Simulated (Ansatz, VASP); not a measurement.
**Two plane-wave programs on Zn**

POSCAR

```
Zn
1.0
   -1.5998102441      1.5998102441      1.5998102441
    1.5998102441     -1.5998102441      1.5998102441
    1.5998102441      1.5998102441     -1.5998102441
Zn
1
Direct
    0.0000000000      0.0000000000      0.0000000000
```

File INCAR.step1:

```
PREC = Accurate ; ENCUT = 520
EDIFF = 1E-5 ; ISMEAR = -1
SIGMA = 0.05 ; LREAL = False
LASPH = True ; NELM = 100
ALGO = Normal ; ISIF = 2
LWAVE = True ; LCHARG = False
GGA = PE ; NBANDS = 12
```

INCAR.step2

```
PREC = Accurate ; ENCUT = 520
EDIFF = 1E-6 ; ISMEAR = -1
SIGMA = 0.05 ; LREAL = False
LASPH = True ; NELM = 100
ALGO = Normal ; ISIF = 2
LWAVE = False ; LCHARG = False
GGA = PE ; LHFCALC = True
AEXX = 0.25 ; PRECFOCK = Normal
ISTART = 1 ; NBANDS = 12
```

Contents of KPOINTS:

```
regular mesh
0
Gamma
  6 6 6
```

Contents of input.yaml:

```yaml
crystal:
  lattice:
    - [-1.5998102441, 1.5998102441, 1.5998102441]
    - [1.5998102441, -1.5998102441, 1.5998102441]
    - [1.5998102441, 1.5998102441, -1.5998102441]
  atoms:
    - { symbol: Zn, position: [0.0, 0.0, 0.0] }
hamiltonian:
  xc: pbe0
  pseudopotentials: { kind: paw }
kpoints:
  mp_grid: { grid: [6, 6, 6] }
scf:
  occupations: { method: fermi_dirac, width: 0.05 }
output:
  forces: true
  stress: true
  eigenvalues: true
```

Alike in both runs: task single point; functional PBE0; k mesh 6 × 6 × 6; occupations fermi-dirac, width 0.05 eV; no spin polarisation.

|  | VASP | Ansatz |
| --- | --- | --- |
| version | VASP 6.6.1 | Ansatz 0.2.0 |
| potentials or method | VASP PAW PBE potentials, release 64 (Zn) | Ansatz PAW |
| plane-wave cutoff (eV) | 520 | 420 |
| valence electrons in the cell | 12 | 12 |

|  | VASP | Ansatz | Ansatz less VASP |
| --- | --- | --- | --- |
| gap on the k mesh at the Fermi level (eV) | none | none | - |
| pressure (GPa) | -4.0 | -3.8 | +0.19 |

A gap of «none» marks a metal or a gap that the smearing closes. With one functional, cell and mesh, what is left measures potentials, basis and numerics.

The k mesh is coarse, so the values compare programs but aren't converged.
